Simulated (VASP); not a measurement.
# Si2P (I4_1/amd) in VASP: further runs

Runs on Si2P. Level: PBE. Tasks: single point, relaxation of cell and atoms.

Everything below comes from runs of VASP 6.6.1. Logs are shortened: lines on timing, memory, paths and dates and some standing lists are left out, and cuts for length are marked.

### Step 1. The cell of the first run

It takes space group I4_1/amd (No. 141, tetragonal). The conventional cell has a = 6.588 Å, b = 6.588 Å, c = 4.504 Å, α = 90.00°, β = 90.00°, γ = 90.00°. Si (site symmetry 2/m) has 2 P at 2.36 Å and 4 Si at 2.59 Å within 3.1 Å. Within 3.1 Å of P (site symmetry -4m2) lie 4 Si at 2.36 Å.

### Step 2. Single point, PBE

Input file INCAR:

```
SYSTEM = Si2P
PREC = Accurate ; ENCUT = 520
EDIFF = 1E-6 ; ISMEAR = 0
SIGMA = 0.1 ; LREAL = .FALSE.
LASPH = .TRUE. ; NELM = 100
ALGO = Normal ; ISIF = 2
LWAVE = .FALSE. ; LCHARG = .FALSE.
GGA = PE ; NBANDS = 22
```

Input file KPOINTS:

```
Automatic mesh
0
G
  10 10 10
  0 0 0
```

Input file POSCAR:

```
Si2P
1.0
   -3.2941395961      3.2941395961      2.2519270764
    3.2941395961     -3.2941395961      2.2519270764
    3.2941395961      3.2941395961     -2.2519270764
Si P
4 2
Direct
    0.3750000000      0.6250000000      0.7500000000
    0.3750000000      0.1250000000      0.7500000000
    0.3750000000      0.6250000000      0.2500000000
    0.8750000000      0.6250000000      0.2500000000
    0.0000000000      0.0000000000      0.0000000000
    0.7500000000      0.2500000000      0.5000000000
```

Potentials or basis: VASP PAW PBE potentials, release 64 (Si, P).

Run with:

```
cat potpaw_PBE.64/Si/POTCAR potpaw_PBE.64/P/POTCAR > POTCAR
mpirun -np 1 vasp_std > vasp.out
```

OUTCAR:

```text
SYSTEM = Si2P
   PREC = Accurate
   ENCUT = 520
   EDIFF = 1E-6
   ISMEAR = 0
   LREAL = .FALSE.
   LASPH = .TRUE.
   NELM = 100
   ISIF = 2
   GGA = PE

 ion  position               nearest neighbor table
   1  0.375  0.625  0.750-   5 2.36   6 2.36   3 2.59   3 2.59   2 2.59   2 2.59
   2  0.375  0.125  0.750-   5 2.36   6 2.36   1 2.59   4 2.59   1 2.59   4 2.59
   3  0.375  0.625  0.250-   6 2.36   5 2.36   4 2.59   1 2.59   1 2.59   4 2.59
   4  0.875  0.625  0.250-   5 2.36   6 2.36   2 2.59   3 2.59   3 2.59   2 2.59
   5  0.000  0.000  0.000-   3 2.36   2 2.36   4 2.36   1 2.36
   6  0.750  0.250  0.500-   1 2.36   2 2.36   4 2.36   3 2.36

  LATTYP: Found a body centered tetragonal cell.
 ALAT       =     6.5882791922
 C/A-ratio  =     0.6836161646

  Lattice vectors:

 A1 = (  -3.2941395961,   3.2941395961,   2.2519270764)
 A2 = (   3.2941395961,  -3.2941395961,   2.2519270764)
 A3 = (   3.2941395961,   3.2941395961,  -2.2519270764)

Analysis of symmetry for initial positions (statically):
=====================================================================
 Subroutine PRICEL returns:
 Original cell was already a primitive cell.

 Routine SETGRP: Setting up the symmetry group for a
 body centered tetragonal supercell.

 Subroutine GETGRP returns: Found 16 space group operations
 (whereof  8 operations were pure point group operations)
 out of a pool of 16 trial point group operations.

The static configuration has the point symmetry D_2d.
 The point group associated with its full space group is D_4h.

Analysis of symmetry for dynamics (positions and initial velocities):
=====================================================================
 Subroutine PRICEL returns:
 Original cell was already a primitive cell.

 Routine SETGRP: Setting up the symmetry group for a
 body centered tetragonal supercell.

 Subroutine GETGRP returns: Found 16 space group operations
 (whereof  8 operations were pure point group operations)
 out of a pool of 16 trial point group operations.

The dynamic configuration has the point symmetry D_2d.
 The point group associated with its full space group is D_4h.

 Subroutine INISYM returns: Found 16 space group operations
 (whereof  8 operations are pure point group operations),
 and found     1 'primitive' translations

----------------------------------------------------------------------------------------

                                     Primitive cell

  volume of cell :      97.7458

  direct lattice vectors                    reciprocal lattice vectors
    -3.294139596  3.294139596  2.251927076     0.000000000  0.151784703  0.222032057
     3.294139596 -3.294139596  2.251927076     0.151784703  0.000000000  0.222032057
     3.294139596  3.294139596 -2.251927076     0.151784703  0.151784703  0.000000000

  length of vectors
     5.174348936  5.174348936  5.174348936     0.268955071  0.268955071  0.214655985

  position of ions in fractional coordinates (direct lattice)
     0.375000000  0.625000000  0.750000000
     0.375000000  0.125000000  0.750000000
     0.375000000  0.625000000  0.250000000
     0.875000000  0.625000000  0.250000000
     0.000000000  0.000000000  0.000000000
     0.750000000  0.250000000  0.500000000

  ion indices of the primitive-cell ions
   primitive index   ion index
                 1           1
                 2           2
                 3           3
                 4           4
                 5           5
                 6           6

----------------------------------------------------------------------------------------

 KPOINTS: Automatic mesh

Automatic generation of k-mesh.
 Grid dimensions read from file:
 generate k-points for:   10   10   10

 Generating k-lattice:

  Cartesian coordinates                     Fractional coordinates (reciprocal lattice)
     0.000000000  0.015178470  0.022203206     0.100000000  0.000000000  0.000000000
     0.015178470  0.000000000  0.022203206     0.000000000  0.100000000  0.000000000
     0.015178470  0.015178470  0.000000000     0.000000000  0.000000000  0.100000000

  Length of vectors
     0.026895507  0.026895507  0.021465599

  Shift w.r.t. Gamma in fractional coordinates (k-lattice)
     0.000000000  0.000000000  0.000000000

 Subroutine IBZKPT returns following result:
 ===========================================

 Found    102 irreducible k-points:

 Following reciprocal coordinates:
            Coordinates               Weight
  0.000000  0.000000  0.000000      1.000000
  0.100000  0.000000 -0.000000      8.000000
  0.200000  0.000000 -0.000000      8.000000
  0.300000  0.000000 -0.000000      8.000000
  0.400000 -0.000000  0.000000      8.000000
  0.500000  0.000000  0.000000      4.000000
[... 16 lines left out ...]
  0.300000  0.300000  0.000000      8.000000
  0.400000  0.300000  0.000000     16.000000
 [... further k-points ...]
   k-points           NKPTS =    102   k-points in BZ     NKDIM =    102   number of bands    NBANDS=     22
   number of dos      NEDOS =    301   number of ions     NIONS =      6
   total plane-waves  NPLWV =  64000
   dimension x,y,z NGX =    40 NGY =   40 NGZ =   40
   dimension x,y,z NGXF=    80 NGYF=   80 NGZF=   80
   ions per type =               4   2
   NGX,Y,Z   is equivalent  to a cutoff of  12.85, 12.85, 12.85 a.u.
   NGXF,Y,Z  is equivalent  to a cutoff of  25.70, 25.70, 25.70 a.u.
 SYSTEM =  Si2P
   PREC   = accura    normal or accurate (medium, high low for compatibility)
   ISTART =      0    job   : 0-new  1-cont  2-samecut
   ICHARG =      2    charge: 1-file 2-atom 10-const
   ISPIN  =      1    spin polarized calculation?
   LNONCOLLINEAR =      F non collinear calculations
   LSORBIT =      F    spin-orbit coupling
   LASPH  =      T    aspherical Exc in radial PAW
   ENCUT  =  520.0 eV  38.22 Ry    6.18 a.u.   9.62  9.62  9.62*2*pi/ulx,y,z
   NELM   =    100;   NELMIN=  2; NELMDL= -5     # of ELM steps
   EDIFF  = 0.1E-05   stopping-criterion for ELM
   LREAL  =      F    real-space projection
   EDIFFG = 0.1E-04   stopping-criterion for IOM
   NSW    =      0    number of steps for IOM
   IBRION =     -1    ionic relax: 0-MD 1-quasi-New 2-CG
   NFREE  =      0    steps in history (QN), initial steepest desc. (CG)
   ISIF   =      2    stress and relaxation
   ISYM   =      2    0-nonsym 1-usesym 2-fastsym
   POTIM  = 0.5000    time-step for ionic-motion
   TEBEG  =    0.0;   TEEND  =   0.0 temperature during run
   PSTRESS=    0.0 pullay stress
   NELECT =      26.0000    total number of electrons
   NUPDOWN=      -1.0000    fix difference up-down
   EMIN   =  10.00;   EMAX   =-10.00  energy-range for DOS
   EFERMI =   0.00;   METHOD = LEGACY
   ISMEAR =     0;   SIGMA  =   0.10  broadening in eV -4-tet -1-fermi 0-gaus
   EFERMI_NEDOS =   21; number of points for ismear=-14 and -15
   IALGO  =     38    algorithm
   IMIX   =      4    mixing-type and parameters
     AMIX     =   0.40;   BMIX     =  1.00
     AMIX_MAG =   1.60;   BMIX_MAG =  1.00
  volume/ion in A,a.u.               =      16.29       109.94
  Fermi-wavevector in a.u.,A,eV,Ry     =   1.052850  1.989598 15.081965  1.108493
  Thomas-Fermi vector in A             =   2.187949
   LORBIT       =      0    0 simple, 1 ext, 2 COOP (PROOUT), +10 PAW based schemes
   GGA     = PE    functional components
   LHFCALC =     F    Hartree Fock is set to
   AEXX    =    0.0000 exact exchange contribution
   IVDW    =     0    specifies the selected vdW correction
   LEPSILON=     F    determine dielectric tensor
   LRPA    =     F    only Hartree local field effects (RPA)
 non-spin polarized calculation
 Gauss-broadening in eV      SIGMA  =   0.10
  energy-cutoff  :      520.00
  volume of cell :       97.75
 maximum number of plane-waves:      2668
   NGX = 19   NGY = 19   NGZ = 19

 number of electron      25.9999999 magnetization

 Free energy of the ion-electron system (eV)
  ---------------------------------------------------
  ext. energy  EPLUGINS =         0.00000000
  ---------------------------------------------------
  free energy    TOTEN  =       -30.83318256 eV

  energy without entropy =      -30.82057263  energy(sigma->0) =      -30.82687760

 E-fermi :   8.0127     XC(G=0): -10.5984

 val. band max:        8.0100083939   @ k =   0.3000   0.1000   0.1000
 cond. band min:       8.0137318469   @ k =  -0.2000  -0.4000   0.2000
 fundamental gap:      0.0037234530
 Fermi energy:         8.0127046719

 k-point     1 :       0.0000    0.0000    0.0000
  band No.  band energies     occupation
      1      -6.1476      2.00000
      2      -2.5879      2.00000
      3       0.5871      2.00000
      4       0.5871      2.00000
      5       2.3466      2.00000
      6       2.6265      2.00000
[... 14 lines left out ...]
     21      14.5632      0.00000
     22      15.1721      0.00000

 k-point     2 :       0.1000    0.0000   -0.0000
  band No.  band energies     occupation
      1      -6.0505      2.00000
      2      -2.6336      2.00000
      3       0.5455      2.00000
      4       0.6515      2.00000
      5       1.2768      2.00000
      6       1.9456      2.00000
[... 14 lines left out ...]
     21      15.1856      0.00000
     22      15.6071      0.00000

 k-point     3 :       0.2000    0.0000   -0.0000
  band No.  band energies     occupation
      1      -5.7609      2.00000
      2      -2.7324      2.00000
      3      -0.1289      2.00000
      4       0.4651      2.00000
      5       0.5403      2.00000
      6       1.7987      2.00000
[... 14 lines left out ...]
     21      14.1021      0.00000
     22      15.0286      0.00000
[... 476 lines left out ...]
 k-point    23 :       0.3000    0.3000    0.0000
  band No.  band energies     occupation
      1      -3.7868      2.00000
      2      -3.7103      2.00000
      3      -2.8280      2.00000
      4      -1.0555      2.00000
      5       1.1906      2.00000
      6       1.8437      2.00000
[... 14 lines left out ...]
     21      14.0473      0.00000
     22      14.5930      0.00000

 k-point    24 :       0.4000    0.3000    0.0000
  band No.  band energies     occupation
      1      -4.3565      2.00000
      2      -3.9065      2.00000
      3      -1.9913      2.00000
      4      -0.6912      2.00000
      5       1.1420      2.00000
      6       2.0303      2.00000
[... 14 lines left out ...]
     21      14.0967      0.00000
     22      14.5270      0.00000

 [... further k-points ...]

------------------------ aborting loop because EDIFF is reached ----------------------------------------

  FORCE on cell =-STRESS in cart. coord.  units (eV):
  Direction    XX          YY          ZZ          XY          YZ          ZX
  --------------------------------------------------------------------------------------
  -------------------------------------------------------------------------------------
  Total       -0.0591072     -0.0591072     -0.0884075      0.0000000      0.0000000      0.0000000
  in kB       -0.9688411     -0.9688411     -1.4491101      0.0000000      0.0000000      0.0000000
  external PRESSURE =      -1.1289308 kB  Pullay stress =       0.0000000 kB

 VOLUME and BASIS-vectors are now :
 -----------------------------------------------------------------------------
  energy-cutoff  :      520.00
  volume of cell :       97.75
      direct lattice vectors                 reciprocal lattice vectors
    -3.294139596  3.294139596  2.251927076     0.000000000  0.151784703  0.222032057
     3.294139596 -3.294139596  2.251927076     0.151784703  0.000000000  0.222032057
     3.294139596  3.294139596 -2.251927076     0.151784703  0.151784703  0.000000000

 POSITION                                       TOTAL-FORCE (eV/Angst)
 -----------------------------------------------------------------------------------
      3.29414      1.64707      0.56298         0.000000      0.000000     -0.000000
      1.64707      3.29414     -0.56298         0.000000      0.000000     -0.000000
      1.64707      0.00000      1.68895         0.000000      0.000000     -0.000000
     -0.00000      1.64707      2.81491         0.000000      0.000000     -0.000000
      0.00000      0.00000      0.00000        -0.000000      0.000000     -0.000000
     -0.00000      3.29414      1.12596         0.000000     -0.000000      0.000000
 -----------------------------------------------------------------------------------
    total drift:                               -0.000000     -0.000000     -0.000000

  FREE ENERGIE OF THE ION-ELECTRON SYSTEM (eV)
  ---------------------------------------------------
  free  energy   TOTEN  =       -30.8331825609 eV

  energy  without entropy=      -30.8205726349  energy(sigma->0) =      -30.82687760
```

Wall time 2.4 min (1 thread of Intel Xeon Platinum 8488C (Sapphire Rapids), shared host); peak memory 0.34 GiB.

Results:

```
Free energy            : -30.8332 eV
Pressure               : -0.1 GPa
Band gap on the k mesh : zero (band 13 reaches 9.08 eV, above the bottom of band 14 at 6.70 eV)
```

Levels at points of the mesh, in eV from the Fermi level:
```csv
k point,band 9,band 10,band 11,band 12,band 13,band 14,band 15,band 16,band 17,band 18
"(0.00, 0.00, 0.00)",-4.29,-3.09,-3.09,-1.98,-1.98,-1.31,-1.31,1.39,2.07,6.26
"(0.50, 0.00, 0.00)",-3.39,-1.89,-1.35,-0.54,0.04,0.87,1.03,2.28,3.73,4.31
"(0.50, 0.50, 0.00)",-4.24,-4.24,-0.48,-0.48,0.22,0.22,1.29,1.29,2.45,2.45
"(0.50, 0.50, 0.50)",-2.19,-2.19,0.53,0.53,0.85,0.85,1.00,1.00,2.66,2.66
```

(Part 1 of 2 ends here.)
